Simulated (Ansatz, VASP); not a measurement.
Given: the input of a run of VASP 6.6.1 on PbS.

POSCAR

```
PbS
1.0
    3.6536590000      0.0000000000      0.0000000000
    0.0000000000      3.6536590000      0.0000000000
    0.0000000000      0.0000000000      3.6536590000
Pb S
1 1
Direct
    0.0000000000      0.0000000000      0.0000000000
    0.5000000000      0.5000000000      0.5000000000
```

The input INCAR.step1:

```
SYSTEM = PbS
PREC = Accurate
ENCUT = 600
EDIFF = 1E-5
ISMEAR = -1
SIGMA = 0.05
LREAL = .False.
LASPH = .True.
NELM = 60
ALGO = Normal
LWAVE = .True.
LCHARG = .False.
GGA = PE
NBANDS = 17
```

The input INCAR.step2:

```
SYSTEM = PbS
PREC = Accurate
ENCUT = 600
EDIFF = 1E-6
ISMEAR = -1
SIGMA = 0.05
LREAL = .False.
LASPH = .True.
NELM = 60
ALGO = Normal
ISIF = 3
LWAVE = .False.
LCHARG = .False.
GGA = PE
LHFCALC = .True.
HFSCREEN = 0.2079
PRECFOCK = Normal
IBRION = 2
NSW = 60
EDIFFG = -0.01
ISTART = 1
```

File KPOINTS:

```
regular mesh
0
Gamma
  4 4 4
  0 0 0
```

Potentials or basis: VASP PAW PBE potentials, release 64 (Pb_d, S).

The run is started by

```console
$ cat potpaw_PBE.64/Pb_d/POTCAR potpaw_PBE.64/S/POTCAR > POTCAR
$ cp INCAR.step1 INCAR
$ mpirun -np 1 vasp_std > vasp.out
$ cp INCAR.step2 INCAR
$ mpirun -np 1 vasp_std > vasp.out
```

Question: Set up the same calculation for Ansatz 0.2.0. Potentials there: Ansatz PAW.

Answer: As run (the cutoff follows the program's own potentials):

Contents of input:

```
crystal:
  lattice:
    - [3.653659, 0.0, 0.0]
    - [0.0, 3.653659, 0.0]
    - [0.0, 0.0, 3.653659]
  atoms:
    - { symbol: Pb, position: [0.0, 0.0, 0.0] }
    - { symbol: S, position: [0.5, 0.5, 0.5] }
hamiltonian:
  xc: hse06
  pseudopotentials: { kind: paw }
kpoints:
  mp_grid: { grid: [4, 4, 4] }
scf:
  occupations: { method: fermi_dirac, width: 0.05 }
output:
  forces: true
  stress: true
  eigenvalues: true
relax:
  f_tol: 0.01
  max_steps: 40
  cell: { stress_tol: 0.05 }
```

Both were run:

|  | VASP | Ansatz | Ansatz less VASP |
| --- | --- | --- | --- |
| gap on the k mesh at the Fermi level, each at its own relaxed structure (eV) | none | none | - |
| relaxed volume (Å³/atom) | 23.43 | 23.40 | -0.024 |
| relaxed cell length with the largest relative difference (Å) | 3.605 | 3.604 | -0.0012 |

A gap of «none» marks a metal or a gap that the smearing closes.

The k mesh is coarse, so the values compare programs but aren't converged. Spin-orbit coupling is off throughout. Noted on Ansatz's run: the plane-wave basis is chosen anew once the cell has moved, so the energies of steps on either side of that aren't comparable.
